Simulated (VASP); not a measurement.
Ga2SbP, 4 atoms in the cell. It takes space group P-4m2 (No. 115, tetragonal). Conventional cell: a = 4.093 Å, b = 4.093 Å, c = 5.803 Å, α = 90.00°, β = 90.00°, γ = 90.00°. Within 3.2 Å of P (site symmetry -4m2) lie 4 Ga at 2.42 Å. Ga (site symmetry 2mm) has 2 P at 2.42 Å and 2 Sb at 2.60 Å within 3.2 Å. Within 3.4 Å of Sb (site symmetry -4m2) lie 4 Ga at 2.60 Å. 

| Quantity | Value |
| --- | --- |
| Program | VASP 6.6.1 |
| Task | single point |
| Functional | r2SCAN |
| Potentials or basis | VASP PAW PBE potentials, release 64 (P, Ga_d, Sb) |
| Cutoff | 520 eV |
| k mesh | 6 × 6 × 4 |
| Occupations | fermi-dirac, width 0.02 eV |
| Spin | no spin polarisation |
| Dipole correction | no |
| Further INCAR settings | ALGO = Normal; EDIFF = 1e-06; NBANDS = 26 |

Potentials or basis: VASP PAW PBE potentials, release 64 (P, Ga_d, Sb).

The run is started by

```bash
$ cat potpaw_PBE.64/P/POTCAR potpaw_PBE.64/Ga_d/POTCAR potpaw_PBE.64/Sb/POTCAR > POTCAR
$ cp INCAR.step1 INCAR
$ mpirun -np 1 vasp_std > vasp.out
$ cp INCAR.step2 INCAR
$ mpirun -np 1 vasp_std > vasp.out
```

Hardware: 1 thread of Intel(R) Xeon(R) 6975P-C (Granite Rapids) (shared host).

Task: Estimate the wall time of this run.

Result: It took 96 s on 1 thread of Intel(R) Xeon(R) 6975P-C (Granite Rapids), on a shared host, peak memory 0.25 GiB. Counts: k points 30.
